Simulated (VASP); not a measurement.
# CsCl (Pm-3m) in VASP: notebook

Runs on CsCl. Level: r2SCAN. Tasks: single point, relaxation of cell and atoms.

All numbers are computed with VASP 6.6.1; they aren't measurements. Logs are shortened: lines on timing, memory, paths and dates and some standing lists are left out, and cuts for length are marked.

## Step 1: The cell of the first run

Symmetry: Pm-3m, No. 221, cubic system. The conventional cell has a = 3.524 Å, b = 3.524 Å, c = 3.524 Å, α = 90.00°, β = 90.00°, γ = 90.00°. Cs (site symmetry m-3m) has 8 Cl at 3.05 Å and 6 Cs at 3.52 Å within 4.0 Å. Cl (site symmetry m-3m) has 8 Cs at 3.05 Å and 6 Cl at 3.52 Å within 4.0 Å.

## Step 2: Single point, r2SCAN

POSCAR reads:

```
CsCl
1.0
    3.5244595656      0.0000000000      0.0000000000
    0.0000000000      3.5244595656      0.0000000000
    0.0000000000      0.0000000000      3.5244595656
Cs Cl
1 1
Direct
    0.0000000000      0.0000000000      0.0000000000
    0.5000000000      0.5000000000      0.5000000000
```

INCAR.step1 reads:

```
  ALGO = Normal
  EDIFF = 1E-5
  ENCUT = 550
  GGA = PE
  GGA_COMPAT = False
  ISMEAR = 0
  LASPH = True
  LCHARG = False
  LREAL = False
  LWAVE = True
  NBANDS = 15
  NELM = 120
  PREC = Accurate
  SIGMA = 0.01
```

INCAR.step2 reads:

```
  ALGO = Normal
  EDIFF = 1E-6
  ENCUT = 550
  GGA_COMPAT = False
  ISIF = 2
  ISMEAR = 0
  ISTART = 1
  LASPH = True
  LCHARG = False
  LMIXTAU = True
  LREAL = False
  LWAVE = False
  METAGGA = R2SCAN
  NBANDS = 15
  NELM = 120
  PREC = Accurate
  SIGMA = 0.01
```

KPOINTS reads:

```
k-points
0
Gamma
  6 6 6
```

Potentials or basis: VASP PAW PBE potentials, release 64 (Cs_sv, Cl).

The run is started by

```sh
$ cat potpaw_PBE.64/Cs_sv/POTCAR potpaw_PBE.64/Cl/POTCAR > POTCAR
$ cp INCAR.step1 INCAR
$ mpirun -np 1 vasp_std > vasp.out
$ cp INCAR.step2 INCAR
$ mpirun -np 1 vasp_std > vasp.out
```

OUTCAR:

```text
EDIFF = 1E-6
   ENCUT = 550
   ISIF = 2
   ISMEAR = 0
   ISTART = 1
   LASPH = True
   LREAL = False
   METAGGA = R2SCAN
   NELM = 120
   PREC = Accurate

 ion  position               nearest neighbor table
   1  0.000  0.000  0.000-
   2  0.500  0.500  0.500-

  LATTYP: Found a simple cubic cell.
 ALAT       =     3.5244595656

  Lattice vectors:

 A1 = (   3.5244595656,   0.0000000000,   0.0000000000)
 A2 = (   0.0000000000,   3.5244595656,   0.0000000000)
 A3 = (   0.0000000000,   0.0000000000,   3.5244595656)

Analysis of symmetry for initial positions (statically):
=====================================================================
 Subroutine PRICEL returns:
 Original cell was already a primitive cell.

 Routine SETGRP: Setting up the symmetry group for a
 simple cubic supercell.

 Subroutine GETGRP returns: Found 48 space group operations
 (whereof 48 operations were pure point group operations)
 out of a pool of 48 trial point group operations.

The static configuration has the point symmetry O_h .

Analysis of symmetry for dynamics (positions and initial velocities):
=====================================================================
 Subroutine PRICEL returns:
 Original cell was already a primitive cell.

 Routine SETGRP: Setting up the symmetry group for a
 simple cubic supercell.

 Subroutine GETGRP returns: Found 48 space group operations
 (whereof 48 operations were pure point group operations)
 out of a pool of 48 trial point group operations.

The dynamic configuration has the point symmetry O_h .

 Subroutine INISYM returns: Found 48 space group operations
 (whereof 48 operations are pure point group operations),
 and found     1 'primitive' translations

----------------------------------------------------------------------------------------

                                     Primitive cell

  volume of cell :      43.7802

  direct lattice vectors                    reciprocal lattice vectors
     3.524459566  0.000000000  0.000000000     0.283731443  0.000000000  0.000000000
     0.000000000  3.524459566  0.000000000     0.000000000  0.283731443  0.000000000
     0.000000000  0.000000000  3.524459566     0.000000000  0.000000000  0.283731443

  length of vectors
     3.524459566  3.524459566  3.524459566     0.283731443  0.283731443  0.283731443

  position of ions in fractional coordinates (direct lattice)
     0.000000000  0.000000000  0.000000000
     0.500000000  0.500000000  0.500000000

  ion indices of the primitive-cell ions
   primitive index   ion index
                 1           1
                 2           2

----------------------------------------------------------------------------------------

 KPOINTS: k-points

Automatic generation of k-mesh.
 Grid dimensions read from file:
 generate k-points for:    6    6    6

 Generating k-lattice:

  Cartesian coordinates                     Fractional coordinates (reciprocal lattice)
     0.047288574  0.000000000  0.000000000     0.166666667  0.000000000  0.000000000
     0.000000000  0.047288574  0.000000000     0.000000000  0.166666667  0.000000000
     0.000000000  0.000000000  0.047288574     0.000000000  0.000000000  0.166666667

  Length of vectors
     0.047288574  0.047288574  0.047288574

  Shift w.r.t. Gamma in fractional coordinates (k-lattice)
     0.000000000  0.000000000  0.000000000

 Subroutine IBZKPT returns following result:
 ===========================================

 Found     20 irreducible k-points:

 Following reciprocal coordinates:
            Coordinates               Weight
  0.000000  0.000000  0.000000      1.000000
  0.166667  0.000000  0.000000      6.000000
  0.333333  0.000000  0.000000      6.000000
  0.500000  0.000000  0.000000      3.000000
  0.166667  0.166667  0.000000     12.000000
  0.333333  0.166667  0.000000     24.000000
[... 12 lines left out ...]
  0.500000  0.500000  0.333333      6.000000
  0.500000  0.500000  0.500000      1.000000
   k-points           NKPTS =     20   k-points in BZ     NKDIM =     20   number of bands    NBANDS=     15
   number of dos      NEDOS =    301   number of ions     NIONS =      2
   total plane-waves  NPLWV =  21952
   dimension x,y,z NGX =    28 NGY =   28 NGZ =   28
   dimension x,y,z NGXF=    56 NGYF=   56 NGZF=   56
   ions per type =               1   1
   NGX,Y,Z   is equivalent  to a cutoff of  13.21, 13.21, 13.21 a.u.
   NGXF,Y,Z  is equivalent  to a cutoff of  26.41, 26.41, 26.41 a.u.
 SYSTEM =  unknown system
   PREC   = accura    normal or accurate (medium, high low for compatibility)
   ISTART =      1    job   : 0-new  1-cont  2-samecut
   ICHARG =      0    charge: 1-file 2-atom 10-const
   ISPIN  =      1    spin polarized calculation?
   LNONCOLLINEAR =      F non collinear calculations
   LSORBIT =      F    spin-orbit coupling
   LASPH  =      T    aspherical Exc in radial PAW
   ENCUT  =  550.0 eV  40.42 Ry    6.36 a.u.   6.74  6.74  6.74*2*pi/ulx,y,z
   NELM   =    120;   NELMIN=  2; NELMDL=  0     # of ELM steps
   EDIFF  = 0.1E-05   stopping-criterion for ELM
   LREAL  =      F    real-space projection
   EDIFFG = 0.1E-04   stopping-criterion for IOM
   NSW    =      0    number of steps for IOM
   IBRION =     -1    ionic relax: 0-MD 1-quasi-New 2-CG
   NFREE  =      0    steps in history (QN), initial steepest desc. (CG)
   ISIF   =      2    stress and relaxation
   ISYM   =      2    0-nonsym 1-usesym 2-fastsym
   POTIM  = 0.5000    time-step for ionic-motion
   TEBEG  =    0.0;   TEEND  =   0.0 temperature during run
   PSTRESS=    0.0 pullay stress
   NELECT =      16.0000    total number of electrons
   NUPDOWN=      -1.0000    fix difference up-down
   EMIN   =  10.00;   EMAX   =-10.00  energy-range for DOS
   EFERMI =   0.00;   METHOD = LEGACY
   ISMEAR =     0;   SIGMA  =   0.01  broadening in eV -4-tet -1-fermi 0-gaus
   EFERMI_NEDOS =   21; number of points for ismear=-14 and -15
   IALGO  =     38    algorithm
   IMIX   =      4    mixing-type and parameters
     AMIX     =   0.40;   BMIX     =  1.00
     AMIX_MAG =   1.60;   BMIX_MAG =  1.00
  volume/ion in A,a.u.               =      21.89       147.72
  Fermi-wavevector in a.u.,A,eV,Ry     =   1.170457  2.211844 18.639582  1.369971
  Thomas-Fermi vector in A             =   2.306916
   LORBIT       =      0    0 simple, 1 ext, 2 COOP (PROOUT), +10 PAW based schemes
   METAGGA = R2SCAN    functional components
   LHFCALC =     F    Hartree Fock is set to
   AEXX    =    0.0000 exact exchange contribution
   IVDW    =     0    specifies the selected vdW correction
   LEPSILON=     F    determine dielectric tensor
   LRPA    =     F    only Hartree local field effects (RPA)
 non-spin polarized calculation
 Gauss-broadening in eV      SIGMA  =   0.01
  energy-cutoff  :      550.00
  volume of cell :       43.78
 maximum number of plane-waves:      1328
 NGX is ok and might be reduce to    28
   NGX = 13   NGY = 13   NGZ = 13

 number of electron      16.0000000 magnetization

 Free energy of the ion-electron system (eV)
  ---------------------------------------------------
  ext. energy  EPLUGINS =         0.00000000
  ---------------------------------------------------
  free energy    TOTEN  =       -33.89990681 eV

  energy without entropy =      -33.89990681  energy(sigma->0) =      -33.89990681

 E-fermi :   3.1926     XC(G=0): -11.1266

 val. band max:        3.1423342607   @ k =   0.0000   0.0000   0.0000
 cond. band min:       7.6664152601   @ k =   0.0000   0.0000   0.0000
 fundamental gap:      4.5240809994
 Fermi energy:         3.1925623861

 k-point     1 :       0.0000    0.0000    0.0000
  band No.  band energies     occupation
      1     -17.3667      2.00000
      2     -10.6193      2.00000
      3      -2.8032      2.00000
      4      -2.8032      2.00000
      5      -2.8032      2.00000
      6       3.1423      2.00000
      7       3.1423      2.00000
      8       3.1423      2.00000
      9       7.6664      0.00000
     10       7.6664      0.00000
     11      12.5138      0.00000
     12      14.9590      0.00000
     13      14.9590      0.00000
     14      14.9590      0.00000
     15      18.3872      0.00000

 k-point     2 :       0.1667    0.0000    0.0000
  band No.  band energies     occupation
      1     -17.2324      2.00000
      2     -10.8033      2.00000
      3      -3.0832      2.00000
      4      -2.6374      2.00000
      5      -2.6374      2.00000
      6       2.4028      2.00000
      7       2.8475      2.00000
      8       2.8475      2.00000
      9       7.9684      0.00000
     10       8.9644      0.00000
     11      13.4910      0.00000
     12      14.7795      0.00000
     13      14.7795      0.00000
     14      15.2594      0.00000
     15      16.1679      0.00000

 k-point     3 :       0.3333    0.0000    0.0000
  band No.  band energies     occupation
      1     -16.9322      2.00000
      2     -11.2369      2.00000
      3      -3.3872      2.00000
      4      -2.2464      2.00000
      5      -2.2464      2.00000
      6       1.1129      2.00000
      7       2.1950      2.00000
      8       2.1950      2.00000
      9       8.8116      0.00000
     10      11.8998      0.00000
     11      13.5200      0.00000
     12      14.8733      0.00000
     13      14.8733      0.00000
     14      15.2515      0.00000
     15      16.1176      0.00000

 k-point     4 :       0.5000    0.0000    0.0000
  band No.  band energies     occupation
      1     -16.7612      2.00000
      2     -11.4895      2.00000
      3      -3.4256      2.00000
      4      -2.0051      2.00000
      5      -2.0051      2.00000
      6       0.5033      2.00000
      7       1.8223      2.00000
      8       1.8223      2.00000
      9       9.5756      0.00000
     10      12.1309      0.00000
     11      13.8493      0.00000
     12      15.2632      0.00000
     13      15.2632      0.00000
     14      16.2089      0.00000
     15      16.9847      0.00000
[... 235 lines left out ...]
 k-point    18 :       0.5000    0.3333    0.3333
  band No.  band energies     occupation
      1     -16.2006      2.00000
      2     -10.7226      2.00000
      3      -4.4773      2.00000
      4      -4.0962      2.00000
      5      -3.6403      2.00000
      6       0.2822      2.00000
      7       1.1197      2.00000
      8       1.4946      2.00000
      9      12.1805      0.00000
     10      12.7979      0.00000
     11      14.0485      0.00000
     12      14.7369      0.00000
     13      16.5082      0.00000
     14      18.2711      0.00000
     15      19.8186      0.00000

 k-point    19 :       0.5000    0.5000    0.3333
  band No.  band energies     occupation
      1     -16.1040      2.00000
      2     -10.6060      2.00000
      3      -4.4224      2.00000
      4      -4.4224      2.00000
      5      -3.5479      2.00000
      6       0.3738      2.00000
      7       0.5923      2.00000
      8       0.5923      2.00000
      9      13.3717      0.00000
     10      13.6836      0.00000
     11      13.6836      0.00000
     12      14.7729      0.00000
     13      18.6755      0.00000
     14      18.6755      0.00000
     15      19.8080      0.00000

 k-point    20 :       0.5000    0.5000    0.5000
  band No.  band energies     occupation
      1     -16.0109      2.00000
      2     -10.5162      2.00000
      3      -4.0597      2.00000
      4      -4.0597      2.00000
      5      -4.0597      2.00000
      6      -0.1153      2.00000
      7      -0.1153      2.00000
      8      -0.1153      2.00000
      9      14.6474      0.00000
     10      14.6474      0.00000
     11      14.6474      0.00000
     12      17.5630      0.00000
     13      17.5630      0.00000
     14      17.5630      0.00000
     15      19.9381      0.00000

------------------------ aborting loop because EDIFF is reached ----------------------------------------

  FORCE on cell =-STRESS in cart. coord.  units (eV):
  Direction    XX          YY          ZZ          XY          YZ          ZX
  --------------------------------------------------------------------------------------
  -------------------------------------------------------------------------------------
  Total        8.3798681      8.3798681      8.3798681      0.0000000      0.0000000      0.0000000
  in kB      306.6692058    306.6692058    306.6692058      0.0000000      0.0000000      0.0000000
  external PRESSURE =     306.6692058 kB  Pullay stress =       0.0000000 kB

 VOLUME and BASIS-vectors are now :
 -----------------------------------------------------------------------------
  energy-cutoff  :      550.00
  volume of cell :       43.78
      direct lattice vectors                 reciprocal lattice vectors
     3.524459566  0.000000000  0.000000000     0.283731443  0.000000000  0.000000000
     0.000000000  3.524459566  0.000000000     0.000000000  0.283731443  0.000000000
     0.000000000  0.000000000  3.524459566     0.000000000  0.000000000  0.283731443

 POSITION                                       TOTAL-FORCE (eV/Angst)
 -----------------------------------------------------------------------------------
      0.00000      0.00000      0.00000         0.000000      0.000000      0.000000
      1.76223      1.76223      1.76223         0.000000      0.000000      0.000000
 -----------------------------------------------------------------------------------
    total drift:                                0.000000      0.000000      0.000000

  FREE ENERGIE OF THE ION-ELECTRON SYSTEM (eV)
  ---------------------------------------------------
  free  energy   TOTEN  =       -33.8999068118 eV

  energy  without entropy=      -33.8999068118  energy(sigma->0) =      -33.89990681
```

Wall time 80 s (1 thread of Intel Xeon 8259CL, shared host); peak memory 0.17 GiB.

What came out:

```yaml
Free_energy: -33.8999 eV
Pressure: 30.7 GPa
Band_gap_on_the_k_mesh: 4.52 eV
```

Caveat: the cell stands under pressure; the PAW data sets were made with another functional, which shifts forces and pressure a little; spin-orbit coupling is left out, which moves the levels of the heavy elements. A k mesh can miss the band edges.

(Part 1 of 3 ends here.)
